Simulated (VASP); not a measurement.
# NdAg3Sb2 (P6/mmm) in VASP: relaxation of cell and atoms with PBE

Aim: the relaxation of cell and atoms of NdAg3Sb2 with PBE.

Everything below comes from runs of VASP 6.6.1. Logs are shortened: lines on timing, memory, paths and dates and some standing lists are left out, and cuts for length are marked.

### Step 1. The cell of the first run

It takes space group P6/mmm (No. 191, hexagonal). Conventional cell: a = 5.554 Å, b = 5.554 Å, c = 11.246 Å, α = 90.00°, β = 90.00°, γ = 120.00°. Nd (site symmetry 6/mmm) has 2 Ag at 2.96 Å and 6 Sb at 3.21 Å within 3.9 Å. Within 3.5 Å of Ag (site symmetry 6mm) lie 1 Ag at 2.66 Å and 1 Nd at 2.96 Å. Within 3.5 Å of Ag (site symmetry 6/mmm) lie 2 Ag at 2.66 Å. Sb (site symmetry -6m2) has 3 Nd at 3.21 Å and 3 Sb at 3.21 Å and 6 Ag at 4.37 Å within 4.4 Å.

The cell was generated, and may not be a known phase.

### Step 2. Relaxation of cell and atoms, PBE

INCAR reads:

```
PREC = Accurate ; ENCUT = 500
EDIFF = 1E-7 ; ISMEAR = 0
SIGMA = 0.1 ; LREAL = F
LASPH = T ; NELM = 200
ALGO = Normal ; ISIF = 3
LWAVE = F ; LCHARG = F
GGA = PE ; IBRION = 2
NSW = 100 ; EDIFFG = -0.01
GGA_COMPAT = F ; NELMIN = 4
LMAXMIX = 6
```

KPOINTS reads:

```
regular mesh
0
Gamma
  12 12 4
```

POSCAR reads:

```
NdAg3Sb2
1.0
    5.5535473826      0.0000000000      0.0000000000
   -2.7767736913      4.8095131145      0.0000000000
    0.0000000000      0.0000000000     11.2455235727
Nd Ag Sb
1 3 2
Direct
    0.0000000000      0.0000000000      0.5000000000
    0.0000000000      0.0000000000      0.2364994430
    0.0000000000      0.0000000000      0.7635005570
    0.0000000000      0.0000000000      0.0000000000
    0.3333333333      0.6666666667      0.5000000000
    0.6666666667      0.3333333333      0.5000000000
```

Potentials or basis: VASP PAW PBE potentials, release 64 (Nd_3, Ag, Sb), 4f in core.

The run is started by

```console
> cat potpaw_PBE.64/Nd_3/POTCAR potpaw_PBE.64/Ag/POTCAR potpaw_PBE.64/Sb/POTCAR > POTCAR
> mpirun -np 1 vasp_std > vasp.out
```

OUTCAR:

```text
PREC = Accurate
   ENCUT = 500
   EDIFF = 1E-7
   ISMEAR = 0
   LREAL = F
   LASPH = T
   NELM = 200
   ISIF = 3
   GGA = PE
   IBRION = 2
   NSW = 100
   EDIFFG = -0.01
   NELMIN = 4

 ion  position               nearest neighbor table
   1  0.000  0.000  0.500-   2 2.96   3 2.96   5 3.21   6 3.21   6 3.21   5 3.21   6 3.21   5 3.21

   2  0.000  0.000  0.236-   4 2.66   1 2.96
   3  0.000  0.000  0.764-   4 2.66   1 2.96
   4  0.000  0.000  0.000-   2 2.66   3 2.66
   5  0.333  0.667  0.500-   1 3.21   6 3.21   6 3.21   1 3.21   1 3.21   6 3.21
   6  0.667  0.333  0.500-   1 3.21   5 3.21   5 3.21   1 3.21   1 3.21   5 3.21

  LATTYP: Found a hexagonal cell.
 ALAT       =     5.5535473826
 C/A-ratio  =     2.0249261955

  Lattice vectors:

 A1 = (   5.5535473826,   0.0000000000,   0.0000000000)
 A2 = (  -2.7767736913,   4.8095131145,   0.0000000000)
 A3 = (   0.0000000000,   0.0000000000,  11.2455235727)

Analysis of symmetry for initial positions (statically):
=====================================================================
 Subroutine PRICEL returns:
 Original cell was already a primitive cell.

 Routine SETGRP: Setting up the symmetry group for a
 hexagonal supercell.

 Subroutine GETGRP returns: Found 24 space group operations
 (whereof 24 operations were pure point group operations)
 out of a pool of 24 trial point group operations.

The static configuration has the point symmetry D_6h.

Analysis of symmetry for dynamics (positions and initial velocities):
=====================================================================
 Subroutine PRICEL returns:
 Original cell was already a primitive cell.

 Routine SETGRP: Setting up the symmetry group for a
 hexagonal supercell.

 Subroutine GETGRP returns: Found 24 space group operations
 (whereof 24 operations were pure point group operations)
 out of a pool of 24 trial point group operations.

The dynamic configuration has the point symmetry D_6h.

 Subroutine INISYM returns: Found 24 space group operations
 (whereof 24 operations are pure point group operations),
 and found     1 'primitive' translations

----------------------------------------------------------------------------------------

[... 104 lines left out ...]
   IBRION =      2    ionic relax: 0-MD 1-quasi-New 2-CG
   NFREE  =      1    steps in history (QN), initial steepest desc. (CG)
   ISIF   =      3    stress and relaxation
   ISYM   =      2    0-nonsym 1-usesym 2-fastsym
   POTIM  = 0.5000    time-step for ionic-motion
   TEBEG  =    0.0;   TEEND  =   0.0 temperature during run
   PSTRESS=    0.0 pullay stress
   NELECT =      54.0000    total number of electrons
   NUPDOWN=      -1.0000    fix difference up-down
   EMIN   =  10.00;   EMAX   =-10.00  energy-range for DOS
   EFERMI =   0.00;   METHOD = LEGACY
   ISMEAR =     0;   SIGMA  =   0.10  broadening in eV -4-tet -1-fermi 0-gaus
   EFERMI_NEDOS =   21; number of points for ismear=-14 and -15
   IALGO  =     38    algorithm
   IMIX   =      4    mixing-type and parameters
     AMIX     =   0.40;   BMIX     =  1.00
     AMIX_MAG =   1.60;   BMIX_MAG =  1.00
  volume/ion in A,a.u.               =      50.06       337.83
  Fermi-wavevector in a.u.,A,eV,Ry     =   0.923965  1.746041 11.615455  0.853712
  Thomas-Fermi vector in A             =   2.049660
   LORBIT       =      0    0 simple, 1 ext, 2 COOP (PROOUT), +10 PAW based schemes
   GGA     = PE    functional components
   LHFCALC =     F    Hartree Fock is set to
   AEXX    =    0.0000 exact exchange contribution
   IVDW    =     0    specifies the selected vdW correction
   LEPSILON=     F    determine dielectric tensor
   LRPA    =     F    only Hartree local field effects (RPA)
 conjugate gradient relaxation of ions
 non-spin polarized calculation
 Gauss-broadening in eV      SIGMA  =   0.10
  energy-cutoff  :      500.00
  volume of cell :      300.37
 maximum number of plane-waves:      7656
 NGX is ok and might be reduce to    42
   NGX = 21   NGY = 21   NGZ = 41

--------------------------------------- Ionic step        1  -------------------------------------------

 number of electron      53.9999987 magnetization

 Free energy of the ion-electron system (eV)
  ---------------------------------------------------
  ext. energy  EPLUGINS =         0.00000000
  ---------------------------------------------------
  free energy    TOTEN  =       -17.22156320 eV

  energy without entropy =      -17.19605233  energy(sigma->0) =      -17.20880777

------------------------ aborting loop because EDIFF is reached ----------------------------------------

  FORCE on cell =-STRESS in cart. coord.  units (eV):
  Direction    XX          YY          ZZ          XY          YZ          ZX
  --------------------------------------------------------------------------------------
  -------------------------------------------------------------------------------------
  Total        0.3639371      0.3639371      0.0234165      0.0000000      0.0000000     -0.0000000
  in kB        1.9412685      1.9412685      0.1249056      0.0000000      0.0000000     -0.0000000
  external PRESSURE =       1.3358142 kB  Pullay stress =       0.0000000 kB
[... 147 lines left out ...]
--------------------------------------- Ionic step        5  -------------------------------------------

 number of electron      53.9999991 magnetization

 Free energy of the ion-electron system (eV)
  ---------------------------------------------------
  ext. energy  EPLUGINS =         0.00000000
  ---------------------------------------------------
  free energy    TOTEN  =       -17.22275402 eV

  energy without entropy =      -17.19730669  energy(sigma->0) =      -17.21003035

 E-fermi :   0.5149     XC(G=0):  -6.7336

 val. band max:        0.5137661648   @ k =   0.2500   0.0833   0.0000
 cond. band min:       0.5178781439   @ k =   0.4167   0.0833   0.2500
 fundamental gap:      0.0041119791
 Fermi energy:         0.5149236318

 k-point     1 :       0.0000    0.0000    0.0000
  band No.  band energies     occupation
      1     -37.3476      2.00000
      2     -18.5995      2.00000
      3     -18.5158      2.00000
      4     -18.5158      2.00000
      5      -9.6580      2.00000
      6      -6.1308      2.00000
[... 829 lines left out ...]
     31       2.0750      0.00000
     32       3.2072      0.00000

 [... further k-points ...]

------------------------ aborting loop because EDIFF is reached ----------------------------------------

  FORCE on cell =-STRESS in cart. coord.  units (eV):
  Direction    XX          YY          ZZ          XY          YZ          ZX
  --------------------------------------------------------------------------------------
  -------------------------------------------------------------------------------------
  Total        0.0020017      0.0020017      0.0074397      0.0000000     -0.0000000      0.0000000
  in kB        0.0106066      0.0106066      0.0394213      0.0000000     -0.0000000      0.0000000
  external PRESSURE =       0.0202115 kB  Pullay stress =       0.0000000 kB
[... 21 lines left out ...]
  FREE ENERGIE OF THE ION-ELECTRON SYSTEM (eV)
  ---------------------------------------------------
  free  energy   TOTEN  =       -17.2227540170 eV

  energy  without entropy=      -17.1973066922  energy(sigma->0) =      -17.21003035

 reached required accuracy - stopping structural energy minimisation
```

OSZICAR:

```text
N       E                     dE             d eps       ncg     rms          rms(c)
DAV:   1     0.349230885436E+03    0.34923E+03   -0.21453E+04  3656   0.134E+03
DAV:   2     0.656469763905E+01   -0.34267E+03   -0.33169E+03  4216   0.287E+02
DAV:   3    -0.168197712466E+02   -0.23384E+02   -0.22907E+02  5480   0.650E+01
DAV:   4    -0.179187263389E+02   -0.10990E+01   -0.10946E+01  5336   0.129E+01
[... 45 lines left out ...]
DAV:   1    -0.172227529742E+02   -0.13129E-04   -0.55089E-03  3648   0.315E-01    0.840E-03
DAV:   2    -0.172227546301E+02   -0.16559E-05   -0.37123E-05  3680   0.377E-02    0.353E-03
DAV:   3    -0.172227542735E+02    0.35662E-06   -0.10280E-06  4464   0.503E-03    0.185E-03
DAV:   4    -0.172227541029E+02    0.17063E-06   -0.13773E-07  2376   0.211E-03    0.809E-04
DAV:   5    -0.172227540170E+02    0.85889E-07   -0.42500E-08  1896   0.116E-03
   5 F= -.17222754E+02 E0= -.17210030E+02  d E =-.141347E-04
```

CONTCAR:

```text
NdAg3Sb2
   1.00000000000000
     5.5712888869841377    0.0000000000000000   -0.0000000000000000
    -2.7856444434920689    4.8248777079984748   -0.0000000000000000
     0.0000000000000000    0.0000000000000000   11.2484268248668293
  Nd              Ag              Sb
     1     3     2
Direct
     0.0000000000000000    1.0000000000000000    0.5000000000000000
     0.0000000000000000    0.0000000000000000    0.2363537988687630
     0.0000000000000000    0.0000000000000000    0.7636462011312369
     0.0000000000000000    1.0000000000000000    1.0000000000000000
     0.3333333332999970    0.6666666667000030    0.5000000000000000
     0.6666666667000030    0.3333333332999970    0.5000000000000000

  0.00000000E+00  0.00000000E+00  0.00000000E+00
  0.00000000E+00  0.00000000E+00  0.00000000E+00
  0.00000000E+00  0.00000000E+00  0.00000000E+00
  0.00000000E+00  0.00000000E+00  0.00000000E+00
  0.00000000E+00  0.00000000E+00  0.00000000E+00
  0.00000000E+00  0.00000000E+00  0.00000000E+00
```

Run time: 18 min. Hardware: 1 thread of Intel Xeon 6975P-C (Granite Rapids), shared host; peak memory 0.79 GiB.

What came out:

* Free energy: -17.2228 eV
* Relaxed volume: 50.39 Å³/atom
* Relaxed cell: a = 5.571 Å, b = 5.571 Å, c = 11.248 Å, α = 90.00°, β = 90.00°, γ = 120.00°
* Space group after relaxing (to 0.1 Å): P6/mmm (No. 191)
* Energy gained by relaxing: 0.2 meV/atom
* Ionic steps: 5
* Pressure after relaxing: 0.0 GPa
* Largest force after relaxing: 0.009 eV/Å
* Band gap on the k mesh: zero (bands 27 and 28 overlap by 1.58 eV)

Forces on the atoms (eV/Å):
```
Nd   0.000  0.000  0.000
Ag   0.000  0.000 -0.009
Ag   0.000  0.000  0.009
Ag   0.000  0.000  0.000
Sb   0.000  0.000  0.000
Sb   0.000  0.000  0.000
```

The path:
```
step  energy change (eV)  largest force (eV/Å)  pressure (GPa)  volume (Å³)
   1              0.0000                0.0191            0.13       300.37
   2             -0.0012                0.0134            0.01       302.18
   3             -0.0012                0.0127            0.00       302.40
   4             -0.0012                0.0129            0.00       302.36
   5             -0.0012                0.0093            0.00       302.37
```

Final structure:
```cif
data_structure
_symmetry_space_group_name_H-M 'P 1'
_symmetry_Int_Tables_number 1
_cell_length_a 5.5713
_cell_length_b 5.5713
_cell_length_c 11.2484
_cell_angle_alpha 90.000
_cell_angle_beta 90.000
_cell_angle_gamma 120.000
_cell_volume 302.37
loop_
_atom_site_label
_atom_site_type_symbol
_atom_site_fract_x
_atom_site_fract_y
_atom_site_fract_z
_atom_site_occupancy
Nd1 Nd 0.00000 0.00000 0.50000 1
Ag1 Ag 0.00000 0.00000 0.23635 1
Ag2 Ag 0.00000 0.00000 0.76365 1
Ag3 Ag 0.00000 0.00000 0.00000 1
Sb1 Sb 0.33333 0.66667 0.50000 1
Sb2 Sb 0.66667 0.33333 0.50000 1
```

Caveat: spin-orbit coupling is left out, which moves the levels of the heavy elements; the 4f electrons are frozen in the core, so they carry no moment and show no levels.
